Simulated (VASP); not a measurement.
Input of a VASP 6.6.1 run:

POSCAR

```
H6C2O
1.0
    7.2936330000      0.0000000000      0.0000000000
    0.0000000000      7.2936330000      0.0000000000
    0.0000000000      0.0000000000      7.2936330000
C O H
8 4 24
Direct
    0.3526637548      0.1315530957      0.3586415714
    0.3876943082      0.2975334789      0.4681343303
    0.7615135009      0.8399380665      0.8354684147
    0.6159207627      0.9849138283      0.8752428317
    0.8488636596      0.1333766040      0.4086715084
    0.8465465701      0.2676581067      0.2465849324
    0.3061025966      0.5252526416     -0.0489742218
    0.2923645870      0.6719559375      0.1051190813
    0.2109511131      0.3854457717      0.5025204860
    0.4536148172      0.9537770820      0.7727561834
    0.9792513553      0.1962533624      0.1157859190
    0.2008189883      0.8232248593      0.0280518639
    0.2416216994      0.4730290104      0.5926264730
    0.4355305511      0.2608576549      0.6096138920
    0.4833256623      0.3899428447      0.3960029247
    0.4768268434      0.0631783913      0.3110384084
    0.2923782976      0.0212514120      0.4463619159
    0.2685492950      0.1621688396      0.2388795817
    0.3625627996      0.9098209356      0.8561851138
    0.5872382117      0.9788126164      1.0208218593
    0.6704889045      1.1154249192      0.8305737347
    0.8919286177      0.8646308362      0.9043915426
    0.7034765802      0.7066711473      0.8815497023
    0.8024807390      0.8352764665      0.6916717636
    0.9827338447      0.2642853020      0.0012887953
    0.7114287215      0.2753771680      0.1823096939
    0.8995242837      0.4012815013      0.2904313941
    0.7365739406      0.1836396210      0.4989283119
    0.8129556286     -0.0064851083      0.3620006655
    0.9669118257      0.1430699899      0.4969539871
    0.1588508772      0.9080796909      0.1261511239
    0.2185604897      0.6241882475      0.2283087180
    0.4303753699      0.7232746698      0.1406432158
    0.3866934352      0.4010895530     -0.0223071273
    0.1675571008      0.4953498483     -0.0949046929
    0.3946318659      0.5765028210     -0.1604001737
```

Contents of INCAR.step1:

```
PREC     = Accurate       # precision mode
ENCUT    = 520            # plane-wave cutoff, eV
ISMEAR   = -1             # smearing method
SIGMA    = 0.02           # smearing width, eV
LREAL    = Auto         
LASPH    = True           # aspherical terms in the spheres
NELM     = 100            # most SCF steps
NBANDS   = 64             # bands
GGA      = PE             # functional
ALGO     = Normal         # electronic algorithm
EDIFF    = 1E-4           # SCF threshold, eV
LWAVE    = True           # write WAVECAR
LCHARG   = False          # write CHGCAR
```

Contents of INCAR.step2:

```
PREC     = Accurate       # precision mode
ENCUT    = 520            # plane-wave cutoff, eV
EDIFF    = 1E-6           # SCF threshold, eV
ISMEAR   = -1             # smearing method
SIGMA    = 0.02           # smearing width, eV
LREAL    = Auto         
LASPH    = True           # aspherical terms in the spheres
NELM     = 100            # most SCF steps
ALGO     = Normal         # electronic algorithm
ISIF     = 2              # what is computed and relaxed
LWAVE    = False          # write WAVECAR
LCHARG   = False          # write CHGCAR
METAGGA  = R2SCAN         # meta-GGA
LMIXTAU  = True         
NBANDS   = 64             # bands
ISTART   = 1
```

Contents of KPOINTS:

```
regular mesh
0
Gamma
  1 1 1
```

Potentials or basis: VASP PAW PBE potentials, release 64 (C, O, H).

Command:

```console
$ cat potpaw_PBE.64/C/POTCAR potpaw_PBE.64/O/POTCAR potpaw_PBE.64/H/POTCAR > POTCAR
$ cp INCAR.step1 INCAR
$ mpirun -np 1 vasp_gam > vasp.out
$ cp INCAR.step2 INCAR
$ mpirun -np 1 vasp_gam > vasp.out
```

Task: Estimate the band gap on the k mesh.

Result: 5.34 eV.

Task: Predict the pressure.

Result: -0.3 GPa.

Task: Estimate the largest force.

Result: 2.055 eV/Å.

Forces in eV/Å, atoms in the order of the input:
```
C   -0.088 -1.956 -0.035
C   -0.269  0.236  1.371
C   -0.089 -0.484  0.190
C    0.719 -0.736 -0.718
C   -1.827  0.940 -0.037
C    1.512 -0.731  0.091
C    0.884  0.528  0.244
C    0.978 -0.839 -0.183
O    0.380 -0.545 -1.052
O    0.351  0.189 -0.562
O   -0.048 -0.240 -0.384
O   -1.170  1.459  0.342
H   -0.178  1.020  0.875
H    0.424  0.093 -0.961
H   -0.157  0.131  0.282
H    0.293  0.382 -0.080
H   -0.207  0.696 -0.461
H   -0.173 -0.007  0.116
H   -0.828 -0.225  0.457
H   -0.090  0.487  0.396
H    0.088  0.691  0.303
H   -0.212  0.068  0.463
H    0.489  0.236 -0.365
H   -0.506 -0.146 -0.225
H   -0.248 -0.007  0.474
H   -0.068  0.087  0.074
H   -0.456  0.126  0.106
H    0.197 -0.503 -0.255
H    0.325  0.365  0.253
H    0.640 -0.179 -0.342
H    0.326 -0.597 -0.951
H    0.319 -0.209 -0.282
H   -0.008 -0.595  0.346
H   -0.627 -0.107  0.880
H    0.027 -0.217 -0.263
H   -0.701  0.589 -0.105
```

Caveat: the k points lie up to 0.86 Å⁻¹ apart; the PAW data sets were made with another functional, which shifts forces and pressure a little.
